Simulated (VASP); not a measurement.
Crystal: Ir.

```
CELL_PARAMETERS angstrom
0.00000 2.08546 1.62666
2.08546 0.00000 1.62666
2.08546 2.08546 0.00000
ATOMIC_POSITIONS crystal
Ir 0.00000 0.00000 0.00000
```

This cell differs from its parent crystal: ratio of the length along z to the lengths across it x 0.78, volume and fractional coordinates fixed.

Base run:

```yaml
Program: VASP 6.6.1
Functional: LDA
Potentials_or_basis: VASP PAW LDA potentials, release 64 (Ir)
Cutoff: 520 eV
k_mesh: 8 × 8 × 8
Occupations: gaussian, width 0.15 eV
Spin: no spin polarisation
```

Its results: pressure 4.2 GPa.

The run is repeated on the same cell with these changes: potentials or basis from VASP PAW LDA potentials, release 64 (Ir) to VASP PAW LDA potentials, release 64 (Ir_sv_GW); cutoff from 520 eV to 500 eV; further incar settings from ALGO = Normal; EDIFF = 1e-06; NBANDS = 10 to ALGO = Normal; EDIFF = 1e-06; NBANDS = 14; valence electrons from 9 to 17. What comes out?

Pressure -0.1 GPa.
